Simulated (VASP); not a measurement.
Set up this calculation in VASP 6.6.1, as the native input.

```yaml
Task: single point
Functional: LDA
Potentials_or_basis: VASP PAW LDA potentials, release 64 (Sn_d)
Cutoff: 520 eV
k_mesh: 11 × 11 × 8
Occupations: fermi-dirac, width 0.1 eV
Spin: no spin polarisation
Dipole_correction: no
Further_INCAR_settings: ALGO = Normal; EDIFF = 1e-06; NBANDS = 21
```

The structure of Sn lies in POSCAR:

```
Sn
1.0
   -2.8994216605      2.9008009606      1.5581694818
    2.9008009606     -2.8994216605      1.5581694818
    2.8985835788      2.8985835788     -1.5556411493
Sn
2
Direct
    0.0000164062      0.9999835938      0.0000000000
    0.7499835938      0.2500164062      0.5000000000
```

The input as run:

INCAR

```
  PREC = Accurate
  ENCUT = 520
  EDIFF = 1E-6
  ISMEAR = -1
  SIGMA = 0.1
  LREAL = F
  LASPH = T
  NELM = 100
  ALGO = Normal
  ISIF = 2
  LWAVE = F
  LCHARG = F
  GGA = CA
  NBANDS = 21
```

KPOINTS

```
Automatic mesh
0
Gamma
  11 11 8
```

Potentials or basis: VASP PAW LDA potentials, release 64 (Sn_d).

The run is started by

```console
$ cat potpaw_LDA.64/Sn_d/POTCAR > POTCAR
$ mpirun -np 1 vasp_std > vasp.out
```

Results of the run:

The pressure is 0.0 GPa and the band gap on the k mesh is zero (bands 14 and 15 overlap by 3.81 eV).

Caveat: spin-orbit coupling is left out, which moves the levels of the heavy elements.

Run time: 6.3 min on 1 thread of Intel Xeon 8259CL, with other jobs on the host, peak memory 0.34 GiB.
